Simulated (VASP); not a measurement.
Input of a VASP 6.6.1 run:

Contents of INCAR:

```
PREC = Accurate ; ENCUT = 520
EDIFF = 1E-6 ; ISMEAR = 1
SIGMA = 0.0389 ; LREAL = Auto
LASPH = T ; NELM = 100
ALGO = Normal ; ISIF = 2
LWAVE = F ; LCHARG = F
GGA = PE ; NBANDS = 40
```

File KPOINTS:

```
Automatic mesh
0
Gamma
  4 4 3
  0.5 0.5 0.5
```

File POSCAR:

```
LiH4BrO2
1.0
    5.3433640000      0.0000000000      0.0000000000
    2.6675790000      5.8716610000      0.0000000000
    0.8939080000      2.7374950000      5.7807050000
Br Li O H
2 2 4 8
Direct
    0.2554400000      0.1220400000      0.2332200000
    0.7445600000      0.8779600000      0.7667800000
    0.3090000000      0.3780000000      0.4830000000
    0.6910000000      0.6220000000      0.5170000000
    0.9858000000      0.7182000000      0.2951000000
    0.0142000000      0.2818000000      0.7049000000
    0.6131000000      0.4807000000      0.2914000000
    0.3869000000      0.5193000000      0.7086000000
    0.9789460000      0.8621330000      0.3150710000
    0.0210540000      0.1378670000      0.6849290000
    0.8081130000      0.3717320000      0.3015090000
    0.1918870000      0.6282680000      0.6984910000
    0.5835200000      0.6224710000      0.1389050000
    0.4164800000      0.3775290000      0.8610950000
    0.9671630000      0.7793010000      0.1274840000
    0.0328370000      0.2206990000      0.8725160000
```

Potentials or basis: VASP PAW PBE potentials, release 64 (Br, Li_sv, O, H).

Run with:

```console
$ cat potpaw_PBE.64/Br/POTCAR potpaw_PBE.64/Li_sv/POTCAR potpaw_PBE.64/O/POTCAR potpaw_PBE.64/H/POTCAR > POTCAR
$ mpirun -np 1 vasp_std > vasp.out
```

Problem. Estimate the largest force.

Solution. 0.628 eV/Å.

Problem. Estimate the band gap on the k mesh.

Solution. 4.60 eV, indirect (the least direct gap lies 1.3 meV higher).

Forces on the atoms (eV/Å):
```
Br  -0.088  0.115  0.043
Br   0.088 -0.115 -0.043
Li   0.294  0.023 -0.060
Li  -0.294 -0.023  0.060
O   -0.041 -0.043  0.378
O    0.041  0.043 -0.378
O   -0.244  0.388  0.367
O    0.244 -0.388 -0.367
H    0.366  0.252 -0.022
H   -0.366 -0.252  0.022
H    0.147 -0.549 -0.268
H   -0.147  0.549  0.268
H    0.070 -0.003 -0.290
H   -0.070  0.003  0.290
H   -0.346 -0.203 -0.338
H    0.346  0.203  0.338
```

 A k mesh can miss the band edges.
